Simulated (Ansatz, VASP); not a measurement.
## Se in VASP and in Ansatz

```
Se
1.0
     3.69686    0.00000    0.00000
    -1.84843    3.20157    0.00000
     0.00000    0.00000    7.25010
Se
4
Direct
  0.00000 0.00000 0.00000
  0.00000 0.00000 0.50000
  0.33333 0.66667 0.25000
  0.66667 0.33333 0.75000
```

Alike in both runs: functional PBEsol; k mesh 12 × 12 × 3; occupations fermi-dirac, width 0.1 eV; no spin polarisation.

Ansatz relaxed the structure, and its values are those at the end. VASP's run is a single point on that final structure, the one shown.

|  | VASP | Ansatz |
| --- | --- | --- |
| version | VASP 6.6.1 | Ansatz 0.2.0 |
| potentials or method | VASP PAW PBE potentials, release 64 (Se), cutoff 520 eV | plane waves (420 eV) with PAW, scalar-relativistic |
| valence electrons in the cell | 24 | 64 |

```csv
,VASP,Ansatz,Ansatz less VASP
pressure (GPa),0.1,0.0,-0.09
```

VASP's potentials were made for PBE, not for PBEsol, and Ansatz warns of the same on its side. VASP's potentials hold 24 valence electrons a cell and Ansatz's 64, so a difference there can come from the potentials and not from the codes.
